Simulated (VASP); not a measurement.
# Se (P3_121) in VASP: settings compared, part 2 of 2

VASP 6.6.1.

**5. Single point, r2SCANh**

This run uses another cell than the first one, of 27.26 Å³/atom.

Input file POSCAR:

```
Se
1.0
    4.3662000000      0.0000000000      0.0000000000
   -2.1831000000      3.7812401180      0.0000000000
    0.0000000000      0.0000000000      4.9536000000
Se
3
Direct
    0.7746000000      0.7746000000      0.0000000000
    0.0000000000      0.2254000000      0.6666666667
    0.2254000000      0.0000000000      0.3333333333
```

Input file INCAR.step1:

```
SYSTEM = Se
PREC = Accurate ; ENCUT = 520
EDIFF = 1E-5 ; ISMEAR = -1
SIGMA = 0.05 ; LREAL = .FALSE.
LASPH = .TRUE. ; NELM = 80
ALGO = Normal ; ISIF = 2
LWAVE = .TRUE. ; LCHARG = .FALSE.
NBANDS = 16 ; GGA = PE
```

Input file INCAR.step2:

```
SYSTEM = Se
PREC = Accurate ; ENCUT = 520
EDIFF = 1E-6 ; ISMEAR = -1
SIGMA = 0.05 ; LREAL = .FALSE.
LASPH = .TRUE. ; NELM = 80
ALGO = Normal ; ISIF = 2
LWAVE = .FALSE. ; LCHARG = .FALSE.
METAGGA = R2SCAN ; LHFCALC = .TRUE.
AEXX = 0.1 ; LMIXTAU = .TRUE.
PRECFOCK = Normal ; NBANDS = 16
ISTART = 1
```

Input file KPOINTS:

```
Automatic mesh
0
G
  4 4 3
  0 0 0
```

Potentials or basis: VASP PAW PBE potentials, release 64 (Se).

On the command line:

```
$ cat potpaw_PBE.64/Se/POTCAR > POTCAR
$ cp INCAR.step1 INCAR
$ mpirun -np 1 vasp_std > vasp.out
$ cp INCAR.step2 INCAR
$ mpirun -np 1 vasp_std > vasp.out
```

OUTCAR:

```text
SYSTEM = Se
   PREC = Accurate
   ENCUT = 520
   EDIFF = 1E-6
   ISMEAR = -1
   LREAL = .FALSE.
   LASPH = .TRUE.
   NELM = 80
   ISIF = 2
   METAGGA = R2SCAN
   LHFCALC = .TRUE.
   AEXX = 0.1
   PRECFOCK = Normal
   ISTART = 1

 ion  position               nearest neighbor table
   1  0.775  0.775  0.000-   2 2.37   3 2.37
   2  0.000  0.225  0.667-   1 2.37   3 2.37
   3  0.225  0.000  0.333-   1 2.37   2 2.37

  LATTYP: Found a hexagonal cell.
 ALAT       =     4.3662000000
 C/A-ratio  =     1.1345334616

  Lattice vectors:

 A1 = (   4.3662000000,   0.0000000000,   0.0000000000)
 A2 = (  -2.1831000000,   3.7812401180,   0.0000000000)
 A3 = (   0.0000000000,   0.0000000000,   4.9536000000)

Analysis of symmetry for initial positions (statically):
=====================================================================
 Subroutine PRICEL returns:
 Original cell was already a primitive cell.

 Routine SETGRP: Setting up the symmetry group for a
 hexagonal supercell.

 Subroutine GETGRP returns: Found  6 space group operations
 (whereof  2 operations were pure point group operations)
 out of a pool of 24 trial point group operations.

The static configuration has the point symmetry C_2 .
 The point group associated with its full space group is D_3 .

Analysis of symmetry for dynamics (positions and initial velocities):
=====================================================================
 Subroutine PRICEL returns:
 Original cell was already a primitive cell.

 Routine SETGRP: Setting up the symmetry group for a
 hexagonal supercell.

 Subroutine GETGRP returns: Found  6 space group operations
 (whereof  2 operations were pure point group operations)
 out of a pool of 24 trial point group operations.

The dynamic configuration has the point symmetry C_2 .
[... 109 lines left out ...]
  Thomas-Fermi vector in A             =   2.119956
   LORBIT       =      0    0 simple, 1 ext, 2 COOP (PROOUT), +10 PAW based schemes
   METAGGA = R2SCAN    functional components
   LHFCALC =     T    Hartree Fock is set to
   PRECFOCK=normal    Normal, Fast or Accurate (Low or Medium for compatibility)
   ENCUT4O =  -1.0   cutoff for four orbital integrals eV
   NKREDX  =     1    reduce k-point grid by
   NKREDY  =     1    reduce k-point grid by
   NKREDZ  =     1    reduce k-point grid by
   AEXX    =    0.1000 exact exchange contribution
   HFSCREEN=    0.0000 screening length (either q_TF or 0.3 A-1)
   HFSCREENC=   0.0000 screening length for correlation (either q_TF or 0.3 A-1)
   ENCUTFOCK=  -1.0 apply spherical cutoff to Coloumb kernel
   IVDW    =     0    specifies the selected vdW correction
   LEPSILON=     F    determine dielectric tensor
   LRPA    =     F    only Hartree local field effects (RPA)
 non-spin polarized calculation
  energy-cutoff  :      520.00
  volume of cell :       81.78
 maximum number of plane-waves:      2206
  NGX = 28; NGY = 28; NGZ = 28

 number of electron      18.0000001 magnetization

 Free energy of the ion-electron system (eV)
  ---------------------------------------------------
  ext. energy  EPLUGINS =         0.00000000
  ---------------------------------------------------
  free energy    TOTEN  =       -41.56780691 eV

  energy without entropy =      -41.56780691  energy(sigma->0) =      -41.56780691

 E-fermi :   2.9687     XC(G=0):  -8.4811

 val. band max:        1.7536075786   @ k =   0.2500   0.2500   0.3333
 cond. band min:       4.1829943409   @ k =   0.0000   0.0000   0.3333
 fundamental gap:      2.4293867623
 Fermi energy:         2.9686782477

 k-point     1 :       0.0000    0.0000    0.0000
  band No.  band energies     occupation
      1     -14.9320      2.00000
      2     -10.4316      2.00000
      3     -10.4316      2.00000
      4      -1.9649      2.00000
      5      -1.9649      2.00000
      6      -1.8934      2.00000
[... 148 lines left out ...]
      3      -9.3139      2.00000
      4      -3.7882      2.00000
      5      -3.3207      2.00000
      6      -2.2352      2.00000
[... 8 lines left out ...]
     15      11.6695      0.00000
     16      12.2229      0.00000

------------------------ aborting loop because EDIFF is reached ----------------------------------------

  FORCE on cell =-STRESS in cart. coord.  units (eV):
  Direction    XX          YY          ZZ          XY          YZ          ZX
  --------------------------------------------------------------------------------------
  -------------------------------------------------------------------------------------
  Total        0.3278452      0.3278452      0.2676296      0.0000000      0.0000000      0.0000000
  in kB        6.4227434      6.4227434      5.2430724      0.0000000      0.0000000      0.0000000
  external PRESSURE =       6.0295198 kB  Pullay stress =       0.0000000 kB

 VOLUME and BASIS-vectors are now :
 -----------------------------------------------------------------------------
  energy-cutoff  :      520.00
  volume of cell :       81.78
      direct lattice vectors                 reciprocal lattice vectors
     4.366200000  0.000000000  0.000000000     0.229032110  0.132231751  0.000000000
    -2.183100000  3.781240118  0.000000000     0.000000000  0.264463501  0.000000000
     0.000000000  0.000000000  4.953600000     0.000000000  0.000000000  0.201873385

 POSITION                                       TOTAL-FORCE (eV/Angst)
 -----------------------------------------------------------------------------------
      1.69103      2.92895      0.00000         0.077725      0.134624     -0.000000
     -0.49207      0.85229      3.30240         0.077725     -0.134624     -0.000000
      0.98414      0.00000      1.65120        -0.155450     -0.000000      0.000000
 -----------------------------------------------------------------------------------
    total drift:                                0.000000      0.000000     -0.000000

  FREE ENERGIE OF THE ION-ELECTRON SYSTEM (eV)
  ---------------------------------------------------
  free  energy   TOTEN  =       -41.5678069110 eV

  energy  without entropy=      -41.5678069110  energy(sigma->0) =      -41.56780691
```

It took 16 min on 1 thread of Intel Xeon 8259CL, shared host; peak memory 0.22 GiB.

What came out:

* Free energy: -41.5678 eV
* Pressure: 0.6 GPa
* Largest force: 0.155 eV/Å
* Band gap on the k mesh: 2.43 eV (least direct gap 2.80 eV)

Forces in eV/Å, atoms in the order of the input:
```
Se   0.078  0.135  0.000
Se   0.078 -0.135  0.000
Se  -0.155  0.000  0.000
```

Caveat: the k points lie up to 0.42 Å⁻¹ apart; the PAW data sets were made with another functional, which shifts forces and pressure a little.

**6. Summary**

```csv
task,level,cell,k mesh,cutoff (eV),smearing,grid for exact exchange (PRECFOCK),share of exact exchange,gap on the mesh (eV),pressure (GPa),largest force (eV/Å)
single point,revPBE,"a = 6.372, b = 6.372, c = 4.995 Å, angles 90.0, 90.0, 120.0°, 3 atoms, atomic positions A",7 × 7 × 6,520,fermi-dirac 0.05 eV,-,-,1.89,0.1,0.03
relaxation of cell and atoms,revPBE,"relaxed from a = 4.366, b = 4.366, c = 4.954 Å, angles 90.0, 90.0, 120.0°, 3 atoms, atomic positions B",7 × 7 × 6,600,fermi-dirac 0.05 eV,-,-,1.88,0.0,0.01
single point,B3LYP5,"a = 4.366, b = 4.366, c = 4.954 Å, angles 90.0, 90.0, 120.0°, 3 atoms, atomic positions B",5 × 5 × 4,400,methfessel-paxton 0.15 eV,Normal,0.2,2.43,3.9,0.16
single point,r2SCANh,"a = 4.366, b = 4.366, c = 4.954 Å, angles 90.0, 90.0, 120.0°, 3 atoms, atomic positions B",4 × 4 × 3,520,fermi-dirac 0.05 eV,Normal,0.1,2.43,0.6,0.16
```

Alike in all rows: potentials or basis VASP PAW PBE potentials, release 64 (Se); no spin polarisation.

Caveats: some runs use coarse meshes; the PAW data sets were made with another functional, which shifts forces and pressure a little; this functional lacks dispersion, which binds layers or chains, so the pressure and a relaxed spacing across them are unreliable (at least some runs); the volume moved by over 15 % at a fixed basis, so the end points are rough (at least some runs); the cell stands under pressure (at least some runs).

Total energies depend on the potentials used, so only differences within one code and one set of settings carry meaning.
